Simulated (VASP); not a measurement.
A run of VASP 6.6.1:

Contents of INCAR:

```
PREC     = Accurate       # precision mode
ENCUT    = 600            # plane-wave cutoff, eV
EDIFF    = 1E-6           # SCF threshold, eV
ISMEAR   = -1             # smearing method
SIGMA    = 0.05           # smearing width, eV
LREAL    = F              # projectors in reciprocal space
LASPH    = T              # aspherical terms in the spheres
NELM     = 60             # most SCF steps
ALGO     = Normal         # electronic algorithm
ISIF     = 3              # what is computed and relaxed
LWAVE    = F              # write WAVECAR
LCHARG   = F              # write CHGCAR
GGA      = PS             # functional
IBRION   = 2              # ionic algorithm
NSW      = 60             # ionic steps
EDIFFG   = -0.01          # ionic threshold
PSTRESS  = 20.0
```

Contents of KPOINTS:

```
regular mesh
0
Gamma
  6 6 6
```

The input POSCAR:

```
GaGe3
1.0
    4.2784660000      0.0000000000      0.0000000000
    0.0000000000      4.2784660000      0.0000000000
    0.0000000000      0.0000000000      4.2784660000
Ge Ga
3 1
Direct
    0.5000000000      0.5000000000      0.0000000000
    0.5000000000      0.0000000000      0.5000000000
    0.0000000000      0.5000000000      0.5000000000
    0.0000000000      0.0000000000      0.0000000000
```

Potentials or basis: VASP PAW PBE potentials, release 64 (Ge_d, Ga_d).

Run with:

```bash
$ cat potpaw_PBE.64/Ge_d/POTCAR potpaw_PBE.64/Ga_d/POTCAR > POTCAR
$ mpirun -np 1 vasp_std > vasp.out
```

Hardware: 1 thread of Intel(R) Xeon(R) Platinum 8375C CPU @ 2.90GHz (Ice Lake), with other jobs on the host.

**Question.** Estimate the wall time of this run.

**Answer.** Run time: 98 s on 1 thread of Intel(R) Xeon(R) Platinum 8375C CPU @ 2.90GHz (Ice Lake) (shared host), peak memory 0.23 GiB. Counts: scf iterations 32, k points 20, ion steps 4.
